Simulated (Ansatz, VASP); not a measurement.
**Ca3Ru in VASP and in Ansatz**

```
Ca Ru
1.0
     7.14669    0.00000    0.00000
    -3.57335    6.18922    0.00000
     0.00000    0.00000    4.93023
Ca Ru
6 2
Direct
  0.81569 0.63138 0.25000
  0.18431 0.81569 0.75000
  0.36862 0.18431 0.25000
  0.18431 0.36862 0.75000
  0.81569 0.18431 0.25000
  0.63138 0.81569 0.75000
  0.33333 0.66667 0.25000
  0.66667 0.33333 0.75000
```

Alike in both runs: functional PBE; k mesh 6 × 6 × 8; occupations gaussian, width 0.1 eV; no spin polarisation.

Ansatz relaxed the structure, and its values are those at the end. VASP's run is a single point on that final structure, the one shown.

```csv
,VASP,Ansatz
version,VASP 6.6.1,Ansatz 0.2.0
potentials or method,"VASP PAW PBE potentials, release 64 (Ca_sv, Ru_pv), cutoff 520 eV","scalar-relativistic, plane waves, PAW"
valence electrons in the cell,88,92
```

Ansatz gave:

- gap on the k mesh at the Fermi level (eV): none
- pressure (GPa): 0.0
- rms of the force components (eV/Å): 0.000

Q: What did VASP give for the same quantities?

A: gap on the k mesh at the Fermi level (eV): none; pressure (GPa): 0.1; rms of the force components (eV/Å): 0.003.

A gap of «none» marks a metal or a gap that the smearing closes. VASP's potentials hold 88 valence electrons a cell and Ansatz's 92, so a difference there can come from the potentials and not from the codes.
